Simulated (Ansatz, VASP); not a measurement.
# Na in VASP and in Ansatz

INCAR

```
PREC = Accurate
ENCUT = 500
EDIFF = 1E-6
ISMEAR = 0
SIGMA = 0.05
LREAL = False
LASPH = True
NELM = 120
ALGO = Normal
ISIF = 2
LWAVE = False
LCHARG = True
GGA = CA
LELF = True
LVHAR = True
NBANDS = 10
GGA_COMPAT = False
```

The input KPOINTS:

```
Automatic mesh
0
Gamma
  8 8 8
```

The input POSCAR:

```
Na
1.0
   -2.1047048527      2.1047048527      2.1047048527
    2.1047048527     -2.1047048527      2.1047048527
    2.1047048527      2.1047048527     -2.1047048527
Na
1
Direct
    0.0000000000      0.0000000000      0.0000000000
```

Input for Ansatz:

```yaml
crystal:
  lattice:
    - [-2.104704852704427, 2.104704852704427, 2.104704852704427]
    - [2.104704852704427, -2.104704852704427, 2.104704852704427]
    - [2.104704852704427, 2.104704852704427, -2.104704852704427]
  atoms:
    - { symbol: Na, position: [0.0, 0.0, 0.0] }
basis:
  ecutwfc: 421.77648681281397
kpoints:
  mp_grid:
    grid: [8, 8, 8]
hamiltonian:
  xc: lda
scf:
  occupations:
    method: gaussian
    width: 0.05
output:
  stress: true
```

Alike in both runs: task single point; functional LDA; k mesh 8 × 8 × 8; occupations gaussian, width 0.05 eV; no spin polarisation.

|  | VASP | Ansatz |
| --- | --- | --- |
| version | VASP 6.6.1 | Ansatz 0.2.0 |
| potentials or method | VASP PAW LDA potentials, release 64 (Na_pv), cutoff 500 eV | plane waves, PAW |
| valence electrons in the cell | 7 | 9 |

```tsv
	VASP	Ansatz	Ansatz less VASP
pressure (GPa)	-0.8	-0.8	+0.03
```

LDA's correlation is that of Perdew and Zunger in VASP and of Perdew and Wang (1992) in Ansatz. VASP's potentials hold 7 valence electrons a cell and Ansatz's 9, so a difference there can come from the potentials and not from the codes.
